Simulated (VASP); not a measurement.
# Ni2C3 (P-3m1) in VASP: notebook

Ni2C3 is run at these levels: PBE; tasks: single point, relaxation of cell and atoms.

All numbers are computed with VASP 6.6.1; they aren't measurements. Logs are shortened: lines on timing, memory, paths and dates and some standing lists are left out, and cuts for length are marked.

### Step 1. The cell of the first run

Symmetry: P-3m1, No. 164, trigonal system. The conventional cell has a = 2.560 Å, b = 2.560 Å, c = 8.099 Å, α = 90.00°, β = 90.00°, γ = 120.00°. Within 2.5 Å of Ni (site symmetry 3m) lie 3 C at 1.91 Å. Within 2.5 Å of C (site symmetry -3m) lie 6 Ni at 1.91 Å. C (site symmetry 3m) has 3 C at 1.48 Å within 2.0 Å.

### Step 2. Single point, PBE

File INCAR:

```
PREC     = Accurate       # precision mode
ENCUT    = 520            # plane-wave cutoff, eV
EDIFF    = 1E-6           # SCF threshold, eV
ISMEAR   = 0              # smearing method
SIGMA    = 0.1            # smearing width, eV
LREAL    = F              # projectors in reciprocal space
LASPH    = T              # aspherical terms in the spheres
NELM     = 60             # most SCF steps
ALGO     = Normal         # electronic algorithm
ISIF     = 2              # what is computed and relaxed
LWAVE    = F              # write WAVECAR
LCHARG   = F              # write CHGCAR
GGA      = PE             # functional
NBANDS   = 24             # bands
```

File KPOINTS:

```
Automatic mesh
0
Gamma
  6 6 4
```

File POSCAR:

```
Ni2C3
1.0
    2.5600506422      0.0000000000      0.0000000000
   -1.2800253211      2.2170688911      0.0000000000
    0.0000000000      0.0000000000      8.0992143654
Ni C
2 3
Direct
    0.3333333333      0.6666666667      0.1489127854
    0.6666666667      0.3333333333      0.8510872146
    0.0000000000      0.0000000000      0.0000000000
    0.3333333333      0.6666666667      0.4993763328
    0.6666666667      0.3333333333      0.5006236672
```

Potentials or basis: VASP PAW PBE potentials, release 64 (Ni, C).

Run with:

```bash
$ cat potpaw_PBE.64/Ni/POTCAR potpaw_PBE.64/C/POTCAR > POTCAR
$ mpirun -np 1 vasp_std > vasp.out
```

OUTCAR:

```text
PREC = Accurate
   ENCUT = 520
   EDIFF = 1E-6
   ISMEAR = 0
   LREAL = F
   LASPH = T
   NELM = 60
   ISIF = 2
   GGA = PE

 ion  position               nearest neighbor table
   1  0.333  0.667  0.149-   3 1.91   3 1.91   3 1.91   2 2.83   2 2.83   2 2.83
   2  0.667  0.333  0.851-   3 1.91   3 1.91   3 1.91   1 2.83   1 2.83   1 2.83
   3  0.000  0.000  0.000-   1 1.91   2 1.91   1 1.91   2 1.91   2 1.91   1 1.91
   4  0.333  0.667  0.499-   5 1.48   5 1.48   5 1.48
   5  0.667  0.333  0.501-   4 1.48   4 1.48   4 1.48

  LATTYP: Found a hexagonal cell.
 ALAT       =     2.5600506422
 C/A-ratio  =     3.1636930270

  Lattice vectors:

 A1 = (   2.5600506422,   0.0000000000,   0.0000000000)
 A2 = (  -1.2800253211,   2.2170688911,   0.0000000000)
 A3 = (   0.0000000000,   0.0000000000,   8.0992143654)

Analysis of symmetry for initial positions (statically):
=====================================================================
 Subroutine PRICEL returns:
 Original cell was already a primitive cell.

 Routine SETGRP: Setting up the symmetry group for a
 hexagonal supercell.

 Subroutine GETGRP returns: Found 12 space group operations
 (whereof 12 operations were pure point group operations)
 out of a pool of 24 trial point group operations.

The static configuration has the point symmetry D_3d.

Analysis of symmetry for dynamics (positions and initial velocities):
=====================================================================
 Subroutine PRICEL returns:
 Original cell was already a primitive cell.

 Routine SETGRP: Setting up the symmetry group for a
 hexagonal supercell.

 Subroutine GETGRP returns: Found 12 space group operations
 (whereof 12 operations were pure point group operations)
 out of a pool of 24 trial point group operations.

The dynamic configuration has the point symmetry D_3d.

 Subroutine INISYM returns: Found 12 space group operations
 (whereof 12 operations are pure point group operations),
 and found     1 'primitive' translations

----------------------------------------------------------------------------------------

                                     Primitive cell

  volume of cell :      45.9696

  direct lattice vectors                    reciprocal lattice vectors
     2.560050642  0.000000000  0.000000000     0.390617273  0.225522988  0.000000000
    -1.280025321  2.217068891  0.000000000     0.000000000  0.451045975  0.000000000
     0.000000000  0.000000000  8.099214365     0.000000000  0.000000000  0.123468766

  length of vectors
     2.560050642  2.560050642  8.099214365     0.451045975  0.451045975  0.123468766

  position of ions in fractional coordinates (direct lattice)
     0.333333333  0.666666667  0.148912785
     0.666666667  0.333333333  0.851087215
     0.000000000  0.000000000  0.000000000
     0.333333333  0.666666667  0.499376333
     0.666666667  0.333333333  0.500623667

  ion indices of the primitive-cell ions
   primitive index   ion index
                 1           1
                 2           2
                 3           3
                 4           4
                 5           5

----------------------------------------------------------------------------------------

 KPOINTS: Automatic mesh

Automatic generation of k-mesh.
 Grid dimensions read from file:
 generate k-points for:    6    6    4

 Generating k-lattice:

  Cartesian coordinates                     Fractional coordinates (reciprocal lattice)
     0.065102879  0.037587165  0.000000000     0.166666667  0.000000000  0.000000000
     0.000000000  0.075174329  0.000000000     0.000000000  0.166666667  0.000000000
     0.000000000  0.000000000  0.030867191     0.000000000  0.000000000  0.250000000

  Length of vectors
     0.075174329  0.075174329  0.030867191

  Shift w.r.t. Gamma in fractional coordinates (k-lattice)
     0.000000000  0.000000000  0.000000000

 Subroutine IBZKPT returns following result:
 ===========================================

 Found     24 irreducible k-points:

 Following reciprocal coordinates:
            Coordinates               Weight
  0.000000  0.000000  0.000000      1.000000
  0.166667  0.000000  0.000000      6.000000
  0.333333  0.000000  0.000000      6.000000
  0.500000  0.000000  0.000000      3.000000
  0.166667  0.166667  0.000000      6.000000
  0.333333  0.166667  0.000000     12.000000
[... 16 lines left out ...]
  0.333333  0.166667  0.500000     12.000000
  0.333333  0.333333  0.500000      2.000000
   k-points           NKPTS =     24   k-points in BZ     NKDIM =     24   number of bands    NBANDS=     24
   number of dos      NEDOS =    301   number of ions     NIONS =      5
   total plane-waves  NPLWV =  24000
   dimension x,y,z NGX =    20 NGY =   20 NGZ =   60
   dimension x,y,z NGXF=    40 NGYF=   40 NGZF=  120
   ions per type =               2   3
   NGX,Y,Z   is equivalent  to a cutoff of  12.99, 12.99, 12.32 a.u.
   NGXF,Y,Z  is equivalent  to a cutoff of  25.98, 25.98, 24.63 a.u.
 SYSTEM =  unknown system
   PREC   = accura    normal or accurate (medium, high low for compatibility)
   ISTART =      0    job   : 0-new  1-cont  2-samecut
   ICHARG =      2    charge: 1-file 2-atom 10-const
   ISPIN  =      1    spin polarized calculation?
   LNONCOLLINEAR =      F non collinear calculations
   LSORBIT =      F    spin-orbit coupling
   LASPH  =      T    aspherical Exc in radial PAW
   ENCUT  =  520.0 eV  38.22 Ry    6.18 a.u.   4.76  4.76 15.06*2*pi/ulx,y,z
   NELM   =     60;   NELMIN=  2; NELMDL= -5     # of ELM steps
   EDIFF  = 0.1E-05   stopping-criterion for ELM
   LREAL  =      F    real-space projection
   EDIFFG = 0.1E-04   stopping-criterion for IOM
   NSW    =      0    number of steps for IOM
   IBRION =     -1    ionic relax: 0-MD 1-quasi-New 2-CG
   NFREE  =      0    steps in history (QN), initial steepest desc. (CG)
   ISIF   =      2    stress and relaxation
   ISYM   =      2    0-nonsym 1-usesym 2-fastsym
   POTIM  = 0.5000    time-step for ionic-motion
   TEBEG  =    0.0;   TEEND  =   0.0 temperature during run
   PSTRESS=    0.0 pullay stress
   NELECT =      32.0000    total number of electrons
   NUPDOWN=      -1.0000    fix difference up-down
   EMIN   =  10.00;   EMAX   =-10.00  energy-range for DOS
   EFERMI =   0.00;   METHOD = LEGACY
   ISMEAR =     0;   SIGMA  =   0.10  broadening in eV -4-tet -1-fermi 0-gaus
   EFERMI_NEDOS =   21; number of points for ismear=-14 and -15
   IALGO  =     38    algorithm
   IMIX   =      4    mixing-type and parameters
     AMIX     =   0.40;   BMIX     =  1.00
     AMIX_MAG =   1.60;   BMIX_MAG =  1.00
  volume/ion in A,a.u.               =       9.19        62.04
  Fermi-wavevector in a.u.,A,eV,Ry     =   1.450890  2.741785 28.641393  2.105083
  Thomas-Fermi vector in A             =   2.568451
   LORBIT       =      0    0 simple, 1 ext, 2 COOP (PROOUT), +10 PAW based schemes
   GGA     = PE    functional components
   LHFCALC =     F    Hartree Fock is set to
   AEXX    =    0.0000 exact exchange contribution
   IVDW    =     0    specifies the selected vdW correction
   LEPSILON=     F    determine dielectric tensor
   LRPA    =     F    only Hartree local field effects (RPA)
 non-spin polarized calculation
 Gauss-broadening in eV      SIGMA  =   0.10
  energy-cutoff  :      520.00
  volume of cell :       45.97
 maximum number of plane-waves:      1256
 NGX is ok and might be reduce to    20
   NGX =  9   NGY =  9   NGZ = 31

 number of electron      32.0000009 magnetization

 Free energy of the ion-electron system (eV)
  ---------------------------------------------------
  ext. energy  EPLUGINS =         0.00000000
  ---------------------------------------------------
  free energy    TOTEN  =       -35.90977169 eV

  energy without entropy =      -35.89214332  energy(sigma->0) =      -35.90095750

 E-fermi :   8.0157     XC(G=0): -12.1207

 val. band max:        7.9778401427   @ k =   0.5000   0.0000   0.2500
 cond. band min:       8.0321858750   @ k =   0.5000   0.0000   0.5000
 fundamental gap:      0.0543457323
 Fermi energy:         8.0157356899

 k-point     1 :       0.0000    0.0000    0.0000
  band No.  band energies     occupation
      1     -11.3028      2.00000
      2      -7.4968      2.00000
      3      -0.9460      2.00000
      4       0.5280      2.00000
      5       3.9947      2.00000
      6       4.1607      2.00000
[... 16 lines left out ...]
     23      17.3884      0.00000
     24      17.4286      0.00000

 k-point     2 :       0.1667    0.0000    0.0000
  band No.  band energies     occupation
      1     -10.6885      2.00000
      2      -6.8760      2.00000
      3      -0.1755      2.00000
      4       1.1145      2.00000
      5       2.1232      2.00000
      6       3.2972      2.00000
[... 16 lines left out ...]
     23      17.2537      0.00000
     24      18.8611      0.00000

 k-point     3 :       0.3333    0.0000    0.0000
  band No.  band energies     occupation
      1      -8.8838      2.00000
      2      -5.2176      2.00000
      3      -1.9407      2.00000
      4       1.1749      2.00000
      5       1.5519      2.00000
      6       1.8588      2.00000
[... 16 lines left out ...]
     23      18.3047      0.00000
     24      19.4698      0.00000
[... 514 lines left out ...]
 k-point    23 :       0.3333    0.1667    0.5000
  band No.  band energies     occupation
      1      -7.1741      2.00000
      2      -3.9718      2.00000
      3      -3.6259      2.00000
      4      -0.2435      2.00000
      5       0.4196      2.00000
      6       2.0486      2.00000
[... 16 lines left out ...]
     23      16.7717      0.00000
     24      17.9249      0.00000

 k-point    24 :       0.3333    0.3333    0.5000
  band No.  band energies     occupation
      1      -4.9039      2.00000
      2      -4.9039      2.00000
      3      -3.1818      2.00000
      4      -2.3889      2.00000
      5       1.0159      2.00000
      6       1.0159      2.00000
[... 16 lines left out ...]
     23      17.8644      0.00000
     24      17.8644      0.00000

------------------------ aborting loop because EDIFF is reached ----------------------------------------

  FORCE on cell =-STRESS in cart. coord.  units (eV):
  Direction    XX          YY          ZZ          XY          YZ          ZX
  --------------------------------------------------------------------------------------
  -------------------------------------------------------------------------------------
  Total        0.1832069      0.1832069      0.1949023      0.0000000      0.0000000      0.0000000
  in kB        6.3853085      6.3853085      6.7929251      0.0000000      0.0000000      0.0000000
  external PRESSURE =       6.5211807 kB  Pullay stress =       0.0000000 kB

 VOLUME and BASIS-vectors are now :
 -----------------------------------------------------------------------------
  energy-cutoff  :      520.00
  volume of cell :       45.97
      direct lattice vectors                 reciprocal lattice vectors
     2.560050642  0.000000000  0.000000000     0.390617273  0.225522988  0.000000000
    -1.280025321  2.217068891  0.000000000     0.000000000  0.451045975  0.000000000
     0.000000000  0.000000000  8.099214365     0.000000000  0.000000000  0.123468766

 POSITION                                       TOTAL-FORCE (eV/Angst)
 -----------------------------------------------------------------------------------
     -0.00000      1.47805      1.20608         0.000000      0.000000      0.081294
      1.28003      0.73902      6.89314         0.000000     -0.000000     -0.081294
      0.00000      0.00000      0.00000        -0.000000      0.000000      0.000000
     -0.00000      1.47805      4.04456        -0.000000      0.000000      0.006383
      1.28003      0.73902      4.05466        -0.000000      0.000000     -0.006383
 -----------------------------------------------------------------------------------
    total drift:                                0.000000     -0.000000      0.000000

  FREE ENERGIE OF THE ION-ELECTRON SYSTEM (eV)
  ---------------------------------------------------
  free  energy   TOTEN  =       -35.9097716946 eV

  energy  without entropy=      -35.8921433150  energy(sigma->0) =      -35.90095750
```

Wall time 30 s (1 thread of AMD EPYC 7R13 (Zen 3), shared host); peak memory 0.14 GiB.

What came out:

```yaml
Free_energy: -35.9098 eV
Pressure: 0.7 GPa
Largest_force: 0.081 eV/Å
Band_gap_on_the_k_mesh: zero (band 16 reaches 8.14 eV, above the bottom of band 17 at 6.70 eV)
```

Forces in eV/Å, atoms in the order of the input:
```
Ni   0.000  0.000  0.081
Ni   0.000  0.000 -0.081
C    0.000  0.000  0.000
C    0.000  0.000  0.006
C    0.000  0.000 -0.006
```

Caveat: the k points lie up to 0.47 Å⁻¹ apart.

### Step 3. Relaxation of cell and atoms, PBE

This run uses another cell than the first one, of 8.25 Å³/atom, 0.897 times its volume.

File INCAR:

```
ALGO     = Normal         # electronic algorithm
EDIFF    = 1E-6           # SCF threshold, eV
EDIFFG   = -0.04          # ionic threshold
ENCUT    = 600            # plane-wave cutoff, eV
GGA      = PE             # functional
IBRION   = 2              # ionic algorithm
ISIF     = 3              # what is computed and relaxed
ISMEAR   = 0              # smearing method
LASPH    = T              # aspherical terms in the spheres
LCHARG   = F              # write CHGCAR
LREAL    = F              # projectors in reciprocal space
LWAVE    = F              # write WAVECAR
NELM     = 60             # most SCF steps
NSW      = 90             # ionic steps
PREC     = Accurate       # precision mode
SIGMA    = 0.1            # smearing width, eV
```

File KPOINTS:

```
k-points
0
Gamma
  6 6 4
```

File POSCAR:

```
Ni2C3
1.0
    3.1277285984      0.0000000000      0.0000000000
   -1.5638642992      2.7086924223      0.0000000000
    0.0000000000      0.0000000000      4.8662376416
Ni C
2 3
Direct
    0.3333333333      0.6666666667      0.2450000000
    0.6666666667      0.3333333333      0.7550000000
    0.0000000000      0.0000000000      0.0000000000
    0.3333333333      0.6666666667      0.6450000000
    0.6666666667      0.3333333333      0.3550000000
```

Potentials or basis: VASP PAW PBE potentials, release 64 (Ni, C).

Run with:

```bash
$ cat potpaw_PBE.64/Ni/POTCAR potpaw_PBE.64/C/POTCAR > POTCAR
$ mpirun -np 1 vasp_std > vasp.out
```

Run time: 10 min. Hardware: 1 thread of AMD EPYC 7R13 (Zen 3), shared host; peak memory 0.17 GiB.

Results (log left out):

| Item | Value |
| --- | --- |
| Free energy | -35.7294 eV |
| Relaxed volume | 8.24 Å³/atom |
| Relaxed cell | a = 2.581 Å, b = 2.581 Å, c = 7.140 Å, α = 90.00°, β = 90.00°, γ = 120.00° |
| Space group after relaxing (to 0.05 Å) | P-3m1 (No. 164) |
| Energy gained by relaxing | 1160.1 meV/atom |
| Ionic steps | 34 |
| Pressure after relaxing | 0.2 GPa |
| Largest force after relaxing | 0.038 eV/Å |
| Band gap on the k mesh | zero (band 16 reaches 9.86 eV, above the bottom of band 17 at 9.09 eV) |

Forces on the atoms (eV/Å):
```
Ni   0.000  0.000  0.001
Ni   0.000  0.000 -0.001
C    0.000  0.000  0.000
C    0.000  0.000  0.038
C    0.000  0.000 -0.038
```

Stress tensor (GPa, compression positive):
```
0.28 0.00 0.00
0.00 0.28 0.00
0.00 0.00 0.14
```

Step by step:
```csv
step,energy change (eV),largest force (eV/Å),pressure (GPa),volume (Å³)
1,0.0000,1.4460,14.29,41.23
2,-0.2190,0.8741,-13.77,45.77
3,-0.2530,0.9529,-7.35,44.48
4,-0.5201,1.2121,-8.82,43.74
5,-1.4708,2.7527,-6.76,41.50
6,-1.1279,8.4682,69.08,37.01
7,-2.0801,2.7448,4.15,40.22
8,-2.0684,4.6195,36.18,38.19
9,-2.2630,2.7132,15.64,39.32
10,-2.3235,2.8078,16.69,39.28
11,-2.4722,3.1181,20.52,39.14
12,-2.6139,4.4439,31.78,38.83
13,-2.9159,4.3171,28.52,39.30
14,-3.7274,4.1415,20.46,40.66
15,-3.9749,4.3701,10.34,43.26
16,-4.1968,4.1915,14.40,42.09
17,-4.2036,4.2264,13.51,42.31
18,-4.5031,3.0916,5.52,42.85
19,-4.8306,0.9482,-9.85,44.12
20,-4.8424,0.5957,-12.47,44.38
21,-5.0219,0.4918,-9.86,43.59
22,-5.4456,0.4286,0.01,41.23
23,-5.3328,0.4240,36.28,36.46
24,-5.5719,0.2952,11.40,39.33
25,-5.5755,0.3302,13.81,38.96
26,-5.7327,0.3203,4.47,39.82
27,-5.7448,0.5467,1.25,40.18
28,-5.7455,0.5023,1.73,40.12
29,-5.7647,0.3874,0.86,40.37
30,-5.7926,0.0897,-1.30,41.12
31,-5.7935,0.0453,-1.61,41.27
32,-5.7977,0.1266,2.21,40.93
33,-5.7982,0.0850,1.20,41.02
34,-5.8006,0.0380,0.23,41.20
```

Final structure:
```
Ni C
1.0
     2.58139    0.00000    0.00000
    -1.29069    2.23555    0.00000
     0.00000    0.00000    7.13985
Ni C
2 3
Direct
  0.33333 0.66667 0.16993
  0.66667 0.33333 0.83007
  0.00000 0.00000 0.00000
  0.33333 0.66667 0.49442
  0.66667 0.33333 0.50558
```

Levels at points of the mesh, in eV from the Fermi level:
```tsv
k point	band 13	band 14	band 15	band 16	band 17	band 18	band 19	band 20
(0.00, 0.00, 0.00)	-2.15	-1.99	-1.99	-0.98	-0.66	3.98	3.98	6.04
(0.50, 0.00, 0.00)	-2.09	-1.30	-1.24	-0.67	-0.26	1.08	2.58	4.52
(0.00, 0.00, 0.50)	-2.20	-1.96	-1.96	-1.90	1.91	3.01	4.00	4.00
(0.50, 0.00, 0.50)	-1.55	-1.43	-1.30	-1.24	0.03	0.62	2.54	4.55
```

Caveat: the k points lie up to 0.47 Å⁻¹ apart in the final cell. Spin polarisation is off, so any magnetic state and its effect on volume and gap are missing.
